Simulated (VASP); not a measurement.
Set up this calculation in VASP 6.6.1, as the native input.

```
Task                   : single point
Functional             : PBE
Dispersion             : D3(BJ)
Potentials or basis    : VASP PAW PBE potentials, release 64 (B, N)
Cutoff                 : 520 eV
k mesh                 : 12 × 12 × 4
Occupations            : methfessel-paxton, width 0.05 eV
Spin                   : no spin polarisation
Dipole correction      : no
Further INCAR settings : ALGO = Normal; EDIFF = 1e-07; NBANDS = 16
```

The structure of BN lies in POSCAR:

```
BN
1.0
    2.5061127838      0.0000000000      0.0000000000
   -1.2530563919      2.1703573356      0.0000000000
    0.0000000000      0.0000000000      6.5923998870
B N
2 2
Direct
   -0.0478017941      0.0196741796      0.5000000000
    0.3945440144      0.6736103848      0.0000000000
    0.0547813346     -0.0053584693      0.0000000000
    0.6015369300      0.3181492543      0.5000000000
```

This cell differs from its parent crystal: atoms displaced along several vibrational modes.

One way to write it, as run:

INCAR

```
  PREC = Accurate
  ENCUT = 520
  EDIFF = 1E-7
  ISMEAR = 1
  SIGMA = 0.05
  LREAL = False
  LASPH = True
  NELM = 100
  ALGO = Normal
  ISIF = 2
  LWAVE = False
  LCHARG = False
  GGA = PE
  IVDW = 12
  NBANDS = 16
```

KPOINTS

```
regular mesh
0
Gamma
  12 12 4
```

Potentials or basis: VASP PAW PBE potentials, release 64 (B, N).

Command:

```console
$ cat potpaw_PBE.64/B/POTCAR potpaw_PBE.64/N/POTCAR > POTCAR
$ mpirun -np 1 vasp_std > vasp.out
```

Results of the run:

| Property | Result |
| --- | --- |
| Pressure | 1.2 GPa |
| Largest force | 2.762 eV/Å |
| Band gap on the k mesh | 3.80 eV (least direct gap 4.16 eV) |
| Dispersion energy per atom | -0.142 eV |

Caveat: the cell differs from its parent crystal (atoms displaced along several vibrational modes); the stress differs along the axes, from -3 to 7 GPa; forces of over 1 eV/Å act on the atoms, so gaps and moduli don't describe the material at rest.

Wall time 53 s on 1 thread of Intel(R) Xeon(R) 6975P-C (Granite Rapids) (shared host), peak memory 0.24 GiB.
